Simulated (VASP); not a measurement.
MgO:

```xyz
2
Lattice="0.0000 2.2820 2.2820 2.2820 0.0000 2.2820 2.2820 2.2820 0.0000" Properties=species:S:1:pos:R:3 pbc="T T T"
Mg    0.0000    0.0000    0.0000
O     1.1410    1.1410    1.1410
```

Base run:

* Program: VASP 6.6.1
* Functional: HF
* Potentials or basis: VASP PAW PBE potentials, release 64 (Mg, O)
* Cutoff: 520 eV
* k mesh: 6 × 6 × 6
* Occupations: gaussian, width 0.01 eV
* Spin: no spin polarisation

Its results: band gap on the k mesh 13.72 eV; pressure -0.8 GPa.

Q: The run is repeated on the same cell with these changes: functional from HF to r2SCAN0; share of exact exchange from 1 to 0.25. What comes out?

A: Band gap on the k mesh 6.41 eV; pressure -2.6 GPa.

Caveats: the structure was generated, so it needn't be the stable form of MgO; the PAW data sets were made with another functional, which shifts forces and pressure a little.

